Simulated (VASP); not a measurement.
# Sc2BC2 (I4/mmm) in VASP: further runs

Runs on Sc2BC2. Level: LDA. Tasks: single point.

Everything below comes from runs of VASP 6.6.1. Logs are shortened: lines on timing, memory, paths and dates and some standing lists are left out, and cuts for length are marked.

### 1 The cell of the first run

Symmetry: I4/mmm, No. 139, tetragonal system. The conventional cell has a = 3.267 Å, b = 3.267 Å, c = 10.506 Å, α = 90.00°, β = 90.00°, γ = 90.00°. Within 2.9 Å of Sc (site symmetry 4mm) lie 5 C at 2.20 to 2.31 Å and 4 B at 2.80 Å. B (site symmetry 4/mmm) has 2 C at 1.47 Å within 2.0 Å. Within 2.0 Å of C (site symmetry 4mm) lie 1 B at 1.47 Å.

### 2 Single point, LDA

File INCAR:

```
SYSTEM = Sc2BC2
ALGO = Normal
EDIFF = 1E-6
ENCUT = 600
GGA = CA
GGA_COMPAT = .False.
ISIF = 2
ISMEAR = 0
LASPH = .True.
LCHARG = .False.
LREAL = .False.
LWAVE = .False.
NBANDS = 24
NELM = 120
PREC = Accurate
SIGMA = 0.1
```

File KPOINTS:

```
k-points
0
Gamma
  16 16 16
  0 0 0
```

File POSCAR:

```
Sc2BC2
1.0
   -1.6335743289      1.6335743289      5.2528415812
    1.6335743289     -1.6335743289      5.2528415812
    1.6335743289      1.6335743289     -5.2528415812
Sc B C
2 1 2
Direct
    0.3489699252      0.3489699252      0.0000000000
    0.6510300748      0.6510300748      0.0000000000
    0.0000000000      0.0000000000      0.0000000000
    0.1400090843      0.1400090843      0.0000000000
    0.8599909157      0.8599909157      0.0000000000
```

Potentials or basis: VASP PAW LDA potentials, release 64 (Sc_sv, B, C).

On the command line:

```bash
cat potpaw_LDA.64/Sc_sv/POTCAR potpaw_LDA.64/B/POTCAR potpaw_LDA.64/C/POTCAR > POTCAR
mpirun -np 1 vasp_std > vasp.out
```

OUTCAR:

```text
SYSTEM = Sc2BC2
   EDIFF = 1E-6
   ENCUT = 600
   GGA = CA
   ISIF = 2
   ISMEAR = 0
   LASPH = .True.
   LREAL = .False.
   NELM = 120
   PREC = Accurate

 ion  position               nearest neighbor table
   1  0.349  0.349  0.000-   4 2.20   5 2.31   5 2.31   5 2.31   5 2.31   2 3.11   2 3.11   2 3.11
                             2 3.11   2 3.17
   2  0.651  0.651  0.000-   5 2.20   4 2.31   4 2.31   4 2.31   4 2.31   1 3.11   1 3.11   1 3.11
                             1 3.11   1 3.17
   3  0.000  0.000  0.000-   4 1.47   5 1.47
   4  0.140  0.140  0.000-   3 1.47   1 2.20   2 2.31   2 2.31   2 2.31   2 2.31
   5  0.860  0.860  0.000-   3 1.47   2 2.20   1 2.31   1 2.31   1 2.31   1 2.31

  LATTYP: Found a body centered tetragonal cell.
 ALAT       =     3.2671486578
 C/A-ratio  =     3.2155510088

  Lattice vectors:

 A1 = (  -1.6335743289,   1.6335743289,   5.2528415812)
 A2 = (   1.6335743289,  -1.6335743289,   5.2528415812)
 A3 = (   1.6335743289,   1.6335743289,  -5.2528415812)

Analysis of symmetry for initial positions (statically):
=====================================================================
 Subroutine PRICEL returns:
 Original cell was already a primitive cell.

 Routine SETGRP: Setting up the symmetry group for a
 body centered tetragonal supercell.

 Subroutine GETGRP returns: Found 16 space group operations
 (whereof 16 operations were pure point group operations)
 out of a pool of 16 trial point group operations.

The static configuration has the point symmetry D_4h.

Analysis of symmetry for dynamics (positions and initial velocities):
=====================================================================
 Subroutine PRICEL returns:
 Original cell was already a primitive cell.

 Routine SETGRP: Setting up the symmetry group for a
 body centered tetragonal supercell.

 Subroutine GETGRP returns: Found 16 space group operations
 (whereof 16 operations were pure point group operations)
 out of a pool of 16 trial point group operations.

The dynamic configuration has the point symmetry D_4h.

 Subroutine INISYM returns: Found 16 space group operations
 (whereof 16 operations are pure point group operations),
 and found     1 'primitive' translations

----------------------------------------------------------------------------------------

                                     Primitive cell

  volume of cell :      56.0702

  direct lattice vectors                    reciprocal lattice vectors
    -1.633574329  1.633574329  5.252841581     0.000000000  0.306077288  0.095186575
     1.633574329 -1.633574329  5.252841581     0.306077288  0.000000000  0.095186575
     1.633574329  1.633574329 -5.252841581     0.306077288  0.306077288  0.000000000

  length of vectors
     5.738420937  5.738420937  5.738420937     0.320536722  0.320536722  0.432858652

  position of ions in fractional coordinates (direct lattice)
     0.348969925  0.348969925  0.000000000
     0.651030075  0.651030075  0.000000000
     0.000000000  0.000000000  0.000000000
     0.140009084  0.140009084  0.000000000
     0.859990916  0.859990916  0.000000000

  ion indices of the primitive-cell ions
   primitive index   ion index
                 1           1
                 2           2
                 3           3
                 4           4
                 5           5

----------------------------------------------------------------------------------------

 KPOINTS: k-points

Automatic generation of k-mesh.
 Grid dimensions read from file:
 generate k-points for:   16   16   16

 Generating k-lattice:

  Cartesian coordinates                     Fractional coordinates (reciprocal lattice)
     0.000000000  0.019129830  0.005949161     0.062500000 -0.000000000  0.000000000
     0.019129830  0.000000000  0.005949161    -0.000000000  0.062500000  0.000000000
     0.019129830  0.019129830  0.000000000     0.000000000  0.000000000  0.062500000

  Length of vectors
     0.020033545  0.020033545  0.027053666

  Shift w.r.t. Gamma in fractional coordinates (k-lattice)
     0.000000000  0.000000000  0.000000000

 Subroutine IBZKPT returns following result:
 ===========================================

 Found    349 irreducible k-points:

 Following reciprocal coordinates:
            Coordinates               Weight
  0.000000  0.000000  0.000000      1.000000
  0.062500  0.000000  0.000000      8.000000
  0.125000  0.000000  0.000000      8.000000
  0.187500  0.000000  0.000000      8.000000
  0.250000  0.000000  0.000000      8.000000
  0.312500  0.000000 -0.000000      8.000000
[... 16 lines left out ...]
 -0.125000  0.062500  0.000000     16.000000
 -0.062500  0.062500  0.000000      4.000000
 [... further k-points ...]
   k-points           NKPTS =    349   k-points in BZ     NKDIM =    349   number of bands    NBANDS=     24
   number of dos      NEDOS =    301   number of ions     NIONS =      5
   total plane-waves  NPLWV = 110592
   dimension x,y,z NGX =    48 NGY =   48 NGZ =   48
   dimension x,y,z NGXF=    96 NGYF=   96 NGZF=   96
   ions per type =               2   1   2
   NGX,Y,Z   is equivalent  to a cutoff of  13.91, 13.91, 13.91 a.u.
   NGXF,Y,Z  is equivalent  to a cutoff of  27.81, 27.81, 27.81 a.u.
 SYSTEM =  Sc2BC2
   PREC   = accura    normal or accurate (medium, high low for compatibility)
   ISTART =      0    job   : 0-new  1-cont  2-samecut
   ICHARG =      2    charge: 1-file 2-atom 10-const
   ISPIN  =      1    spin polarized calculation?
   LNONCOLLINEAR =      F non collinear calculations
   LSORBIT =      F    spin-orbit coupling
   LASPH  =      T    aspherical Exc in radial PAW
   ENCUT  =  600.0 eV  44.10 Ry    6.64 a.u.  11.46 11.46 11.46*2*pi/ulx,y,z
   NELM   =    120;   NELMIN=  2; NELMDL= -5     # of ELM steps
   EDIFF  = 0.1E-05   stopping-criterion for ELM
   LREAL  =      F    real-space projection
   EDIFFG = 0.1E-04   stopping-criterion for IOM
   NSW    =      0    number of steps for IOM
   IBRION =     -1    ionic relax: 0-MD 1-quasi-New 2-CG
   NFREE  =      0    steps in history (QN), initial steepest desc. (CG)
   ISIF   =      2    stress and relaxation
   ISYM   =      2    0-nonsym 1-usesym 2-fastsym
   POTIM  = 0.5000    time-step for ionic-motion
   TEBEG  =    0.0;   TEEND  =   0.0 temperature during run
   PSTRESS=    0.0 pullay stress
   NELECT =      33.0000    total number of electrons
   NUPDOWN=      -1.0000    fix difference up-down
   EMIN   =  10.00;   EMAX   =-10.00  energy-range for DOS
   EFERMI =   0.00;   METHOD = LEGACY
   ISMEAR =     0;   SIGMA  =   0.10  broadening in eV -4-tet -1-fermi 0-gaus
   EFERMI_NEDOS =   21; number of points for ismear=-14 and -15
   IALGO  =     38    algorithm
   IMIX   =      4    mixing-type and parameters
     AMIX     =   0.40;   BMIX     =  1.00
     AMIX_MAG =   1.60;   BMIX_MAG =  1.00
  volume/ion in A,a.u.               =      11.21        75.68
  Fermi-wavevector in a.u.,A,eV,Ry     =   1.371941  2.592593 25.609188  1.882222
  Thomas-Fermi vector in A             =   2.497593
   LORBIT       =      0    0 simple, 1 ext, 2 COOP (PROOUT), +10 PAW based schemes
   GGA     = CA    functional components
   LHFCALC =     F    Hartree Fock is set to
   AEXX    =    0.0000 exact exchange contribution
   IVDW    =     0    specifies the selected vdW correction
   LEPSILON=     F    determine dielectric tensor
   LRPA    =     F    only Hartree local field effects (RPA)
 non-spin polarized calculation
 Gauss-broadening in eV      SIGMA  =   0.10
  energy-cutoff  :      600.00
  volume of cell :       56.07
 maximum number of plane-waves:      1905
 NGX is ok and might be reduce to    48
   NGX = 23   NGY = 23   NGZ = 23

 number of electron      32.9999998 magnetization

 Free energy of the ion-electron system (eV)
  ---------------------------------------------------
  ext. energy  EPLUGINS =         0.00000000
  ---------------------------------------------------
  free energy    TOTEN  =       -44.35114294 eV

  energy without entropy =      -44.34219931  energy(sigma->0) =      -44.34667113

 E-fermi :   5.6879     XC(G=0): -11.8493

 val. band max:        5.6875366044   @ k =  -0.3750   0.1875   0.0000
 cond. band min:       5.6889894522   @ k =  -0.3750   0.1250   0.0000
 fundamental gap:      0.0014528478
 Fermi energy:         5.6878556500

 k-point     1 :       0.0000    0.0000    0.0000
  band No.  band energies     occupation
      1     -42.2588      2.00000
      2     -42.1565      2.00000
      3     -21.5898      2.00000
      4     -21.1727      2.00000
      5     -21.1727      2.00000
      6     -21.1340      2.00000
[... 16 lines left out ...]
     23       9.6964      0.00000
     24      10.2500      0.00000

 k-point     2 :       0.0625    0.0000    0.0000
  band No.  band energies     occupation
      1     -42.2569      2.00000
      2     -42.1565      2.00000
      3     -21.5865      2.00000
      4     -21.2014      2.00000
      5     -21.1700      2.00000
      6     -21.1179      2.00000
[... 16 lines left out ...]
     23       9.8983      0.00000
     24      10.0574      0.00000

 k-point     3 :       0.1250    0.0000    0.0000
  band No.  band energies     occupation
      1     -42.2514      2.00000
      2     -42.1566      2.00000
      3     -21.5775      2.00000
      4     -21.2535      2.00000
      5     -21.1621      2.00000
      6     -21.1024      2.00000
[... 16 lines left out ...]
     23       9.8113      0.00000
     24      10.4320      0.00000

 k-point     4 :       0.1875    0.0000    0.0000
  band No.  band energies     occupation
      1     -42.2428      2.00000
      2     -42.1572      2.00000
      3     -21.5655      2.00000
      4     -21.3142      2.00000
      5     -21.1497      2.00000
      6     -21.1260      2.00000
[... 16 lines left out ...]
     23       9.6742      0.00000
     24      10.5455      0.00000

 k-point     5 :       0.2500    0.0000    0.0000
  band No.  band energies     occupation
      1     -42.2319      2.00000
      2     -42.1586      2.00000
      3     -21.5550      2.00000
      4     -21.3771      2.00000
      5     -21.1718      2.00000
      6     -21.1340      2.00000
[... 16 lines left out ...]
     23       9.6338      0.00000
     24      10.5166      0.00000

 k-point     6 :       0.3125    0.0000   -0.0000
  band No.  band energies     occupation
      1     -42.2197      2.00000
      2     -42.1612      2.00000
      3     -21.5511      2.00000
      4     -21.4354      2.00000
      5     -21.2072      2.00000
      6     -21.1164      2.00000
[... 16 lines left out ...]
     23       9.6349      0.00000
     24      10.5138      0.00000
[... 379 lines left out ...]
 k-point    21 :      -0.2500    0.0625    0.0000
  band No.  band energies     occupation
      1     -42.2312      2.00000
      2     -42.1574      2.00000
      3     -21.5571      2.00000
      4     -21.3703      2.00000
      5     -21.1759      2.00000
      6     -21.1550      2.00000
[... 16 lines left out ...]
     23       9.5282      0.00000
     24      10.4475      0.00000

 k-point    22 :      -0.1875    0.0625    0.0000
  band No.  band energies     occupation
      1     -42.2418      2.00000
      2     -42.1563      2.00000
      3     -21.5671      2.00000
      4     -21.3089      2.00000
      5     -21.1704      2.00000
      6     -21.1278      2.00000
[... 16 lines left out ...]
     23       9.5983      0.00000
     24      10.4029      0.00000

 k-point    23 :      -0.1250    0.0625    0.0000
  band No.  band energies     occupation
      1     -42.2501      2.00000
      2     -42.1561      2.00000
      3     -21.5778      2.00000
      4     -21.2510      2.00000
      5     -21.1814      2.00000
      6     -21.0895      2.00000
[... 16 lines left out ...]
     23       9.8002      0.00000
     24      10.3129      0.00000

 k-point    24 :      -0.0625    0.0625    0.0000
  band No.  band energies     occupation
      1     -42.2553      2.00000
      2     -42.1562      2.00000
      3     -21.5851      2.00000
      4     -21.2087      2.00000
      5     -21.1831      2.00000
      6     -21.1045      2.00000
[... 16 lines left out ...]
     23      10.0458      0.00000
     24      10.1922      0.00000

 [... further k-points ...]

------------------------ aborting loop because EDIFF is reached ----------------------------------------

  FORCE on cell =-STRESS in cart. coord.  units (eV):
  Direction    XX          YY          ZZ          XY          YZ          ZX
  --------------------------------------------------------------------------------------
  -------------------------------------------------------------------------------------
  Total        0.2738376      0.2738376      0.1998012      0.0000000      0.0000000      0.0000000
  in kB        7.8247696      7.8247696      5.7092184      0.0000000      0.0000000      0.0000000
  external PRESSURE =       7.1195859 kB  Pullay stress =       0.0000000 kB

 VOLUME and BASIS-vectors are now :
 -----------------------------------------------------------------------------
  energy-cutoff  :      600.00
  volume of cell :       56.07
      direct lattice vectors                 reciprocal lattice vectors
    -1.633574329  1.633574329  5.252841581     0.000000000  0.306077288  0.095186575
     1.633574329 -1.633574329  5.252841581     0.306077288  0.000000000  0.095186575
     1.633574329  1.633574329 -5.252841581     0.306077288  0.306077288  0.000000000

 POSITION                                       TOTAL-FORCE (eV/Angst)
 -----------------------------------------------------------------------------------
      0.00000      0.00000      3.66617         0.000000      0.000000      0.035329
      0.00000      0.00000      6.83952         0.000000      0.000000     -0.035329
      0.00000      0.00000      0.00000        -0.000000     -0.000000     -0.000000
      0.00000      0.00000      1.47089         0.000000      0.000000     -0.021128
      0.00000      0.00000      9.03479        -0.000000     -0.000000      0.021128
 -----------------------------------------------------------------------------------
    total drift:                               -0.000000     -0.000000      0.000000

  FREE ENERGIE OF THE ION-ELECTRON SYSTEM (eV)
  ---------------------------------------------------
  free  energy   TOTEN  =       -44.3511429387 eV

  energy  without entropy=      -44.3421993147  energy(sigma->0) =      -44.34667113
```

Wall time 37 min (1 thread of Intel Xeon 8259CL, shared host); peak memory 0.69 GiB.

Results:

```yaml
Free_energy: -44.3511 eV
Pressure: 0.7 GPa
Largest_force: 0.035 eV/Å
Band_gap_on_the_k_mesh: zero (an odd number of electrons rules out a gap without spin polarisation)
```

Forces in eV/Å, atoms in the order of the input:
```
Sc   0.000  0.000  0.035
Sc   0.000  0.000 -0.035
B    0.000  0.000  0.000
C    0.000  0.000 -0.021
C    0.000  0.000  0.021
```

Stress tensor (GPa, compression positive):
```
0.78 0.00 0.00
0.00 0.78 0.00
0.00 0.00 0.57
```

Levels at points of the mesh, in eV from the Fermi level:
| k point | band 12 | band 13 | band 14 | band 15 | band 16 | band 17 | band 18 | band 19 | band 20 | band 21 |
| --- | --- | --- | --- | --- | --- | --- | --- | --- | --- | --- |
| (0.00, 0.00, 0.00) | -3.00 | -1.92 | -1.92 | -0.07 | 0.07 | 0.07 | 0.42 | 1.00 | 2.93 | 2.93 |
| (0.50, 0.00, 0.00) | -5.06 | -3.37 | -3.34 | -3.09 | -1.96 | -0.38 | 3.14 | 3.17 | 3.47 | 3.95 |
| (0.50, 0.50, 0.00) | -4.35 | -4.18 | -3.08 | -2.27 | -1.21 | -1.16 | 1.25 | 1.95 | 3.54 | 4.50 |
| (0.50, 0.50, 0.50) | -4.31 | -1.74 | -1.74 | -0.42 | 0.44 | 0.44 | 1.35 | 1.35 | 1.57 | 3.10 |

### 3 Single point, LDA

File INCAR:

```
ALGO     = Normal         # electronic algorithm
EDIFF    = 1E-6           # SCF threshold, eV
ENCUT    = 600            # plane-wave cutoff, eV
GGA_COMPAT= False        
ISIF     = 2              # what is computed and relaxed
ISMEAR   = -1             # smearing method
LASPH    = True           # aspherical terms in the spheres
LCHARG   = False          # write CHGCAR
LREAL    = False          # projectors in reciprocal space
LWAVE    = False          # write WAVECAR
NBANDS   = 24             # bands
NELM     = 120            # most SCF steps
PREC     = Accurate       # precision mode
SIGMA    = 0.15           # smearing width, eV
```

File KPOINTS:

```
k-points
0
Gamma
  16 16 16
```

File POSCAR:

```
Sc2BC2
1.0
   -1.6341665313      1.6341665313      5.2533367882
    1.6341665313     -1.6341665313      5.2533367882
    1.6341665313      1.6341665313     -5.2533367882
Sc B C
2 1 2
Direct
    0.3490904133      0.3490904133      0.0000000000
    0.6509095867      0.6509095867      0.0000000000
    0.0000000000      0.0000000000      0.0000000000
    0.1399547151      0.1399547151      0.0000000000
    0.8600452849      0.8600452849      0.0000000000
```

Potentials or basis: VASP PAW LDA potentials, release 64 (Sc_sv, B, C).

On the command line:

```bash
cat potpaw_LDA.64/Sc_sv/POTCAR potpaw_LDA.64/B/POTCAR potpaw_LDA.64/C/POTCAR > POTCAR
mpirun -np 1 vasp_std > vasp.out
```

It took 37 min on 1 thread of Intel Xeon 8259CL, shared host; peak memory 0.69 GiB.

It converged, with:

| Quantity | Value |
| --- | --- |
| Free energy | -44.4124 eV |
| Pressure | 0.7 GPa |
| Largest force | 0.036 eV/Å |
| Band gap on the k mesh | zero (an odd number of electrons rules out a gap without spin polarisation) |

Forces on the atoms (eV/Å):
```
Sc   0.000  0.000  0.036
Sc   0.000  0.000 -0.036
B    0.000  0.000  0.000
C    0.000  0.000 -0.020
C    0.000  0.000  0.020
```

Stress tensor (GPa, compression positive):
```
0.78 0.00 0.00
0.00 0.78 0.00
0.00 0.00 0.57
```

Levels at points of the mesh, in eV from the Fermi level:
| k point | band 14 | band 15 | band 16 | band 17 | band 18 | band 19 |
| --- | --- | --- | --- | --- | --- | --- |
| (0.00, 0.00, 0.00) | -1.94 | -0.08 | 0.05 | 0.05 | 0.40 | 0.98 |
| (0.50, 0.00, 0.00) | -3.36 | -3.11 | -1.98 | -0.40 | 3.12 | 3.15 |
| (0.50, 0.50, 0.00) | -3.10 | -2.29 | -1.23 | -1.18 | 1.23 | 1.93 |
| (0.50, 0.50, 0.50) | -1.76 | -0.44 | 0.43 | 0.43 | 1.33 | 1.33 |
